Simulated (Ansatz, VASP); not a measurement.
Ir: VASP beside Ansatz

```
Ir
1.0
     0.00000    1.91540    1.91540
     1.91540    0.00000    1.91540
     1.91540    1.91540    0.00000
Ir
1
Direct
  0.00000 0.00000 0.00000
```

Alike in both runs: functional PBEsol; k mesh 20 × 20 × 20; occupations fermi-dirac, width 0.1 eV; no spin polarisation.

Ansatz relaxed the structure, and its values are those at the end. VASP's run is a single point on that final structure, the one shown.

```csv
,VASP,Ansatz
version,VASP 6.6.1,Ansatz 0.2.0
potentials or method,"VASP PAW PBE potentials, release 64 (Ir)","PAW with Ansatz's default frozen-core files, scalar-relativistic"
plane-wave cutoff (eV),520,420
valence electrons in the cell,9,17
```

```csv
,VASP,Ansatz,Ansatz less VASP
pressure (GPa),1.0,0.0,-0.99
```

VASP's potentials were made for PBE, not for PBEsol. VASP's potentials hold 9 valence electrons a cell and Ansatz's 17, so a difference there can come from the potentials and not from the codes.

Neither program's run includes spin-orbit coupling.
